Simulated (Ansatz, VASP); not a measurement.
## Ba7O8: VASP beside Ansatz

```
CELL_PARAMETERS angstrom
3.74645 -6.48903 0.00000
7.49289 0.00000 0.00000
1.87322 -3.24452 6.53816
ATOMIC_POSITIONS crystal
Ba 0.25378 0.24245 0.25000
Ba 0.00057 0.74886 0.25000
Ba 0.55664 0.63672 0.25000
Ba 0.93990 0.33058 0.78963
Ba 0.47952 0.33058 0.71037
Ba 0.96218 0.82565 0.75000
Ba 0.46218 0.82565 0.75000
O 0.73373 0.99142 0.54112
O 0.27345 0.95390 0.49920
O 0.76579 0.50055 0.50329
O 0.23037 0.50055 0.50329
O 0.02485 0.99142 0.95888
O 0.52265 0.95390 0.00080
O 0.01908 0.50055 0.99671
O 0.48366 0.50055 0.99671
```

Change from the starting cell: atom 1 (Ba) set half-way to the vacancy, atoms relaxed in the symmetry of that start.

Alike in both runs: functional PBEsol; k mesh 4 × 4 × 4; occupations gaussian, width 0.05 eV; no spin polarisation.

Ansatz relaxed the structure, and its values are those at the end. VASP's run is a single point on that final structure, the one shown.

|  | VASP | Ansatz |
| --- | --- | --- |
| version | VASP 6.6.1 | Ansatz 0.2.0 |
| potentials or method | VASP PAW PBE potentials, release 64 (Ba_sv, O), cutoff 520 eV | scalar-relativistic, plane waves, PAW |
| valence electrons in the cell | 118 | 118 |

|  | VASP | Ansatz | Ansatz less VASP |
| --- | --- | --- | --- |
| gap on the k mesh at the Fermi level (eV) | none | none | - |
| pressure (GPa) | 1.9 | -0.3 | -2.13 |
| rms of the force components (eV/Å) | 0.056 | 0.002 | -0.0536 |

VASP's potentials were made for PBE, not for PBEsol. A gap of «none» marks a metal or a gap that the smearing closes. Ansatz's warnings: stress scf threshold loose.

Neither program's run includes spin-orbit coupling.
